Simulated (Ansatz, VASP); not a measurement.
# One calculation of BTe, two programs

```
B Te
1.0
     3.45204    0.00000    0.00000
    -1.72602    2.98956    0.00000
     0.00000    0.00000    3.28845
B Te
1 1
Direct
  0.33333 0.66667 0.50000
  0.00000 0.00000 0.00000
```

Alike in both runs: functional PBE; k mesh 18 × 18 × 16; occupations gaussian, width 0.1 eV; no spin polarisation.

Ansatz relaxed the structure, and its values are those at the end. VASP's run is a single point on that final structure, the one shown.

|  | VASP | Ansatz |
| --- | --- | --- |
| version | VASP 6.6.1 | Ansatz 0.2.0 |
| potentials or method | VASP PAW PBE potentials, release 64 (B, Te), cutoff 520 eV | scalar-relativistic, plane waves, PAW |
| valence electrons in the cell | 9 | 19 |

Ansatz gave:

```
gap on the k mesh at the Fermi level (eV) : none
pressure (GPa)                            : 0.0
```

**Question.** Which values does VASP return?

**Answer.** gap on the k mesh at the Fermi level (eV): none; pressure (GPa): -0.1.

A gap of «none» marks a metal or a gap that the smearing closes. VASP's potentials hold 9 valence electrons a cell and Ansatz's 19, so a difference there can come from the potentials and not from the codes.

Neither program's run includes spin-orbit coupling.
